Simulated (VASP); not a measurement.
A run of VASP 6.6.1:

File INCAR:

```
PREC     = Accurate       # precision mode
ENCUT    = 520            # plane-wave cutoff, eV
EDIFF    = 1E-7           # SCF threshold, eV
ISMEAR   = -1             # smearing method
SIGMA    = 0.3            # smearing width, eV
LREAL    = False          # projectors in reciprocal space
LASPH    = True           # aspherical terms in the spheres
NELM     = 80             # most SCF steps
ALGO     = Normal         # electronic algorithm
ISIF     = 2              # what is computed and relaxed
LWAVE    = False          # write WAVECAR
LCHARG   = False          # write CHGCAR
NBANDS   = 8              # bands
```

The input KPOINTS:

```
regular mesh
0
Gamma
  14 14 14
```

Contents of POSCAR:

```
Al
1.0
    0.0000000000      1.9916090303      1.9916090303
    1.9916090303      0.0000000000      1.9916090303
    1.9916090303      1.9916090303      0.0000000000
Al
1
Direct
    0.0000000000      0.0000000000      0.0000000000
```

Potentials or basis: VASP PAW LDA potentials, release 64 (Al).

Command:

```bash
$ cat potpaw_LDA.64/Al/POTCAR > POTCAR
$ mpirun -np 1 vasp_std > vasp.out
```

Hardware: 1 thread of AMD EPYC 7R13, with other jobs on the host.

How long does it take, and how much memory?

Wall time 16 s on 1 thread of AMD EPYC 7R13, with other jobs on the host, peak memory 0.13 GiB. Counts: scf iterations 10, k points 104.
